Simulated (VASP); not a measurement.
## Al3Cu: single point with r2SCAN

Al3Cu:

```
CELL_PARAMETERS angstrom
2.77841 0.00000 0.00000
0.00000 2.77841 0.00000
0.00000 0.00000 7.51340
ATOMIC_POSITIONS crystal
Al 0.00000 0.00000 0.50000
Al 0.50000 0.50000 0.22612
Al 0.50000 0.50000 0.77388
Cu 0.00000 0.00000 0.00000
```

```yaml
Program: VASP 6.6.1
Task: single point
Functional: r2SCAN
Potentials_or_basis: VASP PAW PBE potentials, release 64 (Al, Cu)
Cutoff: 520 eV
k_mesh: 6 × 6 × 4
Occupations: gaussian, width 0.1 eV
Spin: no spin polarisation
```

- Pressure: 0.4 GPa
- Largest force: 0.109 eV/Å
- Band gap on the k mesh: zero (bands 10 and 11 overlap by 6.51 eV)

Forces in eV/Å, atoms in the order of the input:
```
Al   0.000  0.000  0.000
Al   0.000  0.000 -0.109
Al   0.000  0.000  0.109
Cu   0.000  0.000  0.000
```

Stress tensor (GPa, compression positive):
```
-0.11  0.00  0.00
 0.00 -0.11  0.00
 0.00  0.00  1.48
```

Levels at points of the mesh, in eV from the Fermi level:
| k point | band 6 | band 7 | band 8 | band 9 | band 10 | band 11 | band 12 | band 13 |
| --- | --- | --- | --- | --- | --- | --- | --- | --- |
| (0.00, 0.00, 0.00) | -3.65 | -3.65 | -3.27 | -1.75 | 0.86 | 6.61 | 7.12 | 7.12 |
| (0.50, 0.00, 0.00) | -4.27 | -3.75 | -3.71 | -3.55 | -2.36 | -1.81 | 2.99 | 4.25 |
| (0.50, 0.50, 0.00) | -2.71 | -2.71 | -0.55 | -0.33 | 0.24 | 0.24 | 0.53 | 0.53 |
| (0.00, 0.00, 0.50) | -3.65 | -3.65 | -3.59 | -3.27 | 4.69 | 6.24 | 6.60 | 7.65 |
| (0.50, 0.00, 0.50) | -4.35 | -3.75 | -3.55 | -2.68 | -0.97 | -0.83 | 0.21 | 1.10 |
| (0.50, 0.50, 0.50) | -1.85 | -1.85 | -1.84 | -1.84 | -0.59 | -0.53 | 0.67 | 2.04 |

It took 2.1 min on 1 thread of Intel(R) Xeon(R) Platinum 8259CL CPU @ 2.50GHz (Skylake/Cascade Lake), with other jobs on the host, peak memory 0.18 GiB.

Caveat: the k points lie up to 0.38 Å⁻¹ apart, too coarse for converged energies and pressures of a metal; the PAW data sets were made with another functional, which shifts forces and pressure a little.
